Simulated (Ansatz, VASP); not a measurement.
## LaH in VASP and in Ansatz

```
La H
1.0
     3.94760    0.00000    0.00000
    -1.97380    3.41872    0.00000
     0.00000    0.00000    3.53506
La H
1 1
Cartesian
  0.0000 0.0000 1.7675
  1.9738 1.1396 1.7675
```

Alike in both runs: functional PBE; k mesh 6 × 6 × 6; occupations gaussian, width 0.2 eV; no spin polarisation.

Ansatz relaxed the structure, and its values are those at the end. VASP's run is a single point on that final structure, the one shown.

|  | VASP | Ansatz |
| --- | --- | --- |
| version | VASP 6.6.1 | Ansatz 0.2.0 |
| potentials or method | VASP PAW PBE potentials, release 64 (La, H), cutoff 500 eV | scalar-relativistic, plane waves, PAW |
| valence electrons in the cell | 12 | 12 |

|  | VASP | Ansatz | Ansatz less VASP |
| --- | --- | --- | --- |
| gap on the k mesh at the Fermi level (eV) | none | none | - |
| pressure (GPa) | -0.3 | -0.2 | +0.09 |

A gap of «none» marks a metal or a gap that the smearing closes.

Spin-orbit coupling is off throughout.
